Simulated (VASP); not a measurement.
A run of VASP 6.6.1:

INCAR

```
SYSTEM = BaTiO3
PREC     = Accurate       ! precision mode
ENCUT    = 520            ! plane-wave cutoff, eV
EDIFF    = 1E-6           ! SCF threshold, eV
ISMEAR   = -1             ! smearing method
SIGMA    = 0.02           ! smearing width, eV
LREAL    = .FALSE.        ! projectors in reciprocal space
LASPH    = .TRUE.         ! aspherical terms in the spheres
NELM     = 60             ! most SCF steps
ALGO     = Normal         ! electronic algorithm
ISIF     = 2              ! what is computed and relaxed
LWAVE    = .FALSE.        ! write WAVECAR
LCHARG   = .TRUE.         ! write CHGCAR
GGA      = PE             ! functional
LELF     = .TRUE.         ! ELF
LVHAR    = .TRUE.       
NBANDS   = 28             ! bands
```

The input KPOINTS:

```
Automatic mesh
0
G
  6 6 6
  0 0 0
```

File POSCAR:

```
BaTiO3
1.0
    2.8399983119      1.6396737899      2.2686398683
   -2.8399983119      1.6396737899      2.2686398683
    0.0000000000     -3.2793475798      2.2686398683
Ba Ti O
1 1 3
Direct
   -0.0010987916     -0.0010987916     -0.0010987916
    0.4881013615      0.4881013615      0.4881013615
    0.5081631521      0.5081631521      0.0158711260
    0.0158711260      0.5081631521      0.5081631521
    0.5081631521      0.0158711260      0.5081631521
```

Potentials or basis: VASP PAW PBE potentials, release 64 (Ba_sv, Ti_sv, O).

Run with:

```bash
$ cat potpaw_PBE.64/Ba_sv/POTCAR potpaw_PBE.64/Ti_sv/POTCAR potpaw_PBE.64/O/POTCAR > POTCAR
$ mpirun -np 1 vasp_std > vasp.out
```

Hardware: 1 thread of Intel Xeon 8259CL (shared host).

Task: Estimate the wall time of this run.

Result: Wall time 100 s on 1 thread of Intel Xeon 8259CL, with other jobs on the host, peak memory 0.21 GiB. Counts: scf iterations 15, k points 32.
